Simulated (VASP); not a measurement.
# CaAl35N35 (a cell with a defect) in VASP: notebook, part 2 of 2

VASP 6.6.1. The steps go on from the part before.

### Step 3. Single point, PBE, collinear spin

Input file INCAR:

```
PREC = Accurate ; ENCUT = 520
EDIFF = 1E-6 ; ISMEAR = 0
SIGMA = 0.01 ; LREAL = Auto
LASPH = T ; NELM = 150
ALGO = Normal ; ISIF = 2
LWAVE = F ; LCHARG = F
ISPIN = 2 ; MAGMOM = 0 0.02 0 0 0 0.02 0 0 0 0 0 0 0 0 0 0 0 0 0 0 0 0 0 0 0 0 0 0 0 0 0 0 0 0 0 0.02 0.01 0 0.03 0.01 0.01 0.03 0.02 0 0.01 0 0.11 0.01 0 0 0.22 0.02 0.01 0.06 0.24 0.01 0.02 0.01 0.05 0 0 0 0.05 0.01 0 0 0.01 0.01 0 0 0.07
LORBIT = 11 ; NUPDOWN = 2.0
GGA = PE ; NBANDS = 190
NELECT = 288.0
```

Input file KPOINTS:

```
Automatic mesh
0
Gamma
  1 1 1
  0.25 0.25 0.25
```

Input file POSCAR:

```
CaAl35N35
1.0
    9.3892708701      0.0000000899      0.0000000000
   -4.6946355101      8.1313470499      0.0000000000
    0.0000000000      0.0000000000     10.0348065900
Al N Ca
35 35 1
Direct
    0.2241626632      0.1119924810      0.2494301245
    0.0967982670      0.2015845339      0.5091145485
    0.2242645738      0.1102226504      0.7510751547
    0.1061439473      0.2119181264      0.9966491370
    0.2206390738      0.4437268281      0.1893084021
    0.0965650448      0.5620938690      0.5090894721
    0.2223661896      0.4447649690      0.7605740616
    0.1062201102      0.5613901310      0.9966037621
    0.2240240494      0.7791371491      0.2492572912
    0.1104370497      0.8887133872      0.4999736166
    0.2242799444      0.7813045901      0.7510373925
    0.1116126542      0.8894539199      1.0012821155
    0.5561161708      0.1115785774      0.2480068068
    0.4450242259      0.2189544870      0.5032713823
    0.5566598052      0.1120539060      0.7512834842
    0.4449178932      0.2210023634      0.9992822771
    0.5609124925      0.4414423916      0.2440387079
    0.5567089243      0.4447173381      0.7523534107
    0.4544171899      0.5607760495      0.9943957014
    0.5610002414      0.7863658953      0.2436856298
    0.4449707003      0.8939633022      0.5030845905
    0.5568115981      0.7792496712      0.7524823208
    0.4450665981      0.8912754624      0.9993247978
    0.8889651809      0.1118708099      0.2495362542
    0.7771656062      0.2222359385      0.5006128063
    0.8853859614      0.1101669792      0.7512049772
    0.7774943996      0.2223591007      1.0005762188
    0.8888624492      0.4442323340      0.2493062502
    0.7792303230      0.5565951603      0.5010535758
    0.8852421230      0.4423553270      0.7512124562
    0.7803529577      0.5573813482      0.9995901335
    0.8902107745      0.7785904316      0.2491492675
    0.7799340289      0.8908072067      0.5010593349
    0.8895423216      0.7783784593      0.7501928467
    0.7804700483      0.8903540724      0.9994632009
    0.2231842860      0.1149523746      0.4414478268
    0.1097870773      0.2178947939      0.1889469277
    0.2228418576      0.1102125645      0.9396901755
    0.1120718910      0.2240427826      0.6950963966
    0.1099007530      0.5583831133      0.1888231043
    0.2210030171      0.4443318160      0.9582038762
    0.1120663769      0.5547587958      0.6949911516
    0.2231978321      0.7755143698      0.4414082693
    0.1129754428      0.8897716361      0.1922639876
    0.2230195216      0.7804380935      0.9397638740
    0.1119115604      0.8892584900      0.6889549070
    0.5563524054      0.1123133713      0.4389614271
    0.4436667541      0.2199769703      0.1882828417
    0.5566732150      0.1122193398      0.9402449765
    0.4453060711      0.2224684456      0.6916007810
    0.5683693327      0.4293751424      0.4317608828
    0.4484617137      0.5575268945      0.1957354717
    0.5582851170      0.4437579641      0.9432282803
    0.4423979576      0.5547207991      0.7104758303
    0.5694651820      0.8083894571      0.4316487689
    0.4438342235      0.8901432631      0.1885397805
    0.5582973868      0.7821954781      0.9436779730
    0.4454358692      0.8896657603      0.6916067571
    0.8894729172      0.1134938626      0.4401343623
    0.7789922003      0.2227731612      0.1909280735
    0.8876049638      0.1113620546      0.9397453525
    0.7777597311      0.2222189933      0.6897952844
    0.8888721088      0.4434968896      0.4398525727
    0.7823318426      0.5576910466      0.1887264879
    0.8876004833      0.4439178240      0.9396994262
    0.7785696905      0.5560473298      0.6903375271
    0.8889548235      0.7784476761      0.4403231133
    0.7821526592      0.8912703788      0.1888411773
    0.8904407846      0.7791080020      0.9401304177
    0.7785353909      0.8892897191      0.6904876724
    0.4170569153      0.5431571883      0.4815161027
```

Potentials or basis: VASP PAW PBE potentials, release 64 (Al, N, Ca_sv).

Launch:

```
$ cat potpaw_PBE.64/Al/POTCAR potpaw_PBE.64/N/POTCAR potpaw_PBE.64/Ca_sv/POTCAR > POTCAR
$ mpirun -np 1 vasp_std > vasp.out
```

Run time: 58 min. Hardware: 1 thread of Intel Xeon Platinum 8375C at 2.90GHz (Ice Lake), shared host; peak memory 1.7 GiB.

Results (log left out):

- Free energy: -534.1852 eV
- Largest force: 0.087 eV/Å
- Net moment: 2.00 μB per cell
- Site moments: Al -0.00, +0.04, +0.00 (each value once); N +0.02, +0.01, +0.00, +0.03, +0.09, +0.19, +0.07, +0.20, +0.04 (each value once); Ca +0.10 μB
- Valence electrons inside the program's atomic spheres: Al 0.79, 0.81, 0.80, 0.82, 0.78 (each value once); N 3.83, 3.85, 3.86, 3.81, 3.84 (each value once); Ca 8.30

Forces on the atoms (eV/Å):
```
Al   0.033 -0.035 -0.006
Al   0.010  0.023  0.023
Al   0.035 -0.025 -0.005
Al  -0.030  0.010  0.011
Al   0.051 -0.004  0.010
Al  -0.038  0.005 -0.013
Al  -0.033 -0.041  0.002
Al  -0.032  0.026  0.005
Al   0.038 -0.002  0.000
Al  -0.021  0.009 -0.020
Al   0.042 -0.005  0.007
Al  -0.025  0.003  0.002
Al   0.016 -0.024  0.022
Al   0.006  0.031 -0.044
Al   0.025 -0.037 -0.006
Al  -0.015  0.006 -0.007
Al   0.016 -0.017  0.012
Al   0.058 -0.024 -0.023
Al  -0.029  0.018  0.028
Al   0.018  0.012  0.045
Al   0.021  0.031 -0.004
Al   0.013  0.035  0.003
Al  -0.035  0.016  0.015
Al   0.011 -0.047 -0.001
Al  -0.035  0.017 -0.015
Al   0.012 -0.016  0.022
Al  -0.024  0.015  0.002
Al   0.021 -0.015  0.018
Al  -0.012 -0.021 -0.033
Al   0.028 -0.013  0.005
Al  -0.009  0.022 -0.019
Al   0.012  0.006 -0.006
Al  -0.034 -0.022 -0.005
Al   0.030 -0.016 -0.001
Al  -0.012  0.009  0.028
N    0.010 -0.019  0.003
N   -0.028  0.034 -0.013
N    0.044 -0.014  0.007
N   -0.020  0.029 -0.015
N   -0.058  0.029  0.021
N    0.055 -0.020 -0.027
N   -0.017  0.013  0.000
N    0.005 -0.026 -0.001
N   -0.035  0.027  0.002
N    0.029 -0.035  0.000
N   -0.041  0.030 -0.003
N    0.013 -0.041  0.006
N   -0.034  0.060  0.008
N    0.034 -0.022  0.001
N   -0.042  0.028  0.024
N    0.082 -0.023  0.018
N   -0.033  0.008 -0.039
N    0.022 -0.020  0.018
N   -0.004  0.022  0.079
N    0.018  0.004 -0.030
N   -0.053  0.023 -0.028
N    0.033 -0.037 -0.050
N   -0.044  0.014  0.009
N    0.006 -0.002 -0.025
N   -0.033  0.029 -0.007
N    0.036 -0.007 -0.015
N   -0.035  0.027  0.000
N    0.050  0.006  0.018
N   -0.063 -0.003  0.003
N    0.037 -0.015 -0.002
N   -0.052  0.018  0.019
N    0.044 -0.019  0.014
N   -0.009  0.029 -0.018
N    0.040 -0.026 -0.002
N   -0.029  0.017 -0.002
Ca  -0.045 -0.046 -0.026
```

Caveat: the k points lie up to 0.39 Å⁻¹ apart; the cell carries a net charge on a neutralising background, which shifts energy and pressure; the total moment is fixed, so each spin has its own Fermi level and the state may be an excited one.
